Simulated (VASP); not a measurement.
Here is a VASP 6.6.1 calculation.

The input INCAR:

```
SYSTEM = H
PREC = Accurate
ENCUT = 520
EDIFF = 1E-6
ISMEAR = 0
SIGMA = 0.02
LREAL = .FALSE.
LASPH = .TRUE.
NELM = 60
ALGO = Normal
ISIF = 2
LWAVE = .FALSE.
LCHARG = .TRUE.
GGA = PE
LELF = .TRUE.
LVHAR = .TRUE.
NBANDS = 8
```

KPOINTS

```
regular mesh
0
G
  10 10 10
  0 0 0
```

The input POSCAR:

```
H
1.0
   -1.8716828911      1.6718788395      2.1619123080
    1.8716828911     -1.6718788395      2.1619123080
    1.8716828911      1.6718788395     -2.1619123080
H
2
Direct
    0.8491376947      0.8491376947      0.0000000000
    0.1508623053      0.1508623053      0.0000000000
```

Potentials or basis: VASP PAW PBE potentials, release 64 (H).

Command:

```sh
$ cat potpaw_PBE.64/H/POTCAR > POTCAR
$ mpirun -np 1 vasp_std > vasp.out
```

**Question.** Estimate the pressure.

**Answer.** -11.5 GPa.

**Question.** Estimate the band gap on the k mesh.

**Answer.** 3.48 eV, indirect (least direct gap 3.81 eV).

**Question.** Estimate the largest force.

**Answer.** 4.412 eV/Å.

Forces on the atoms (eV/Å):
```
H    0.000  0.000  4.412
H    0.000  0.000 -4.412
```

Caveat: the cell differs from its parent crystal (strained and its atoms moved); forces of over 1 eV/Å act on the atoms, so gaps and moduli don't describe the material at rest. A k mesh can miss the band edges.
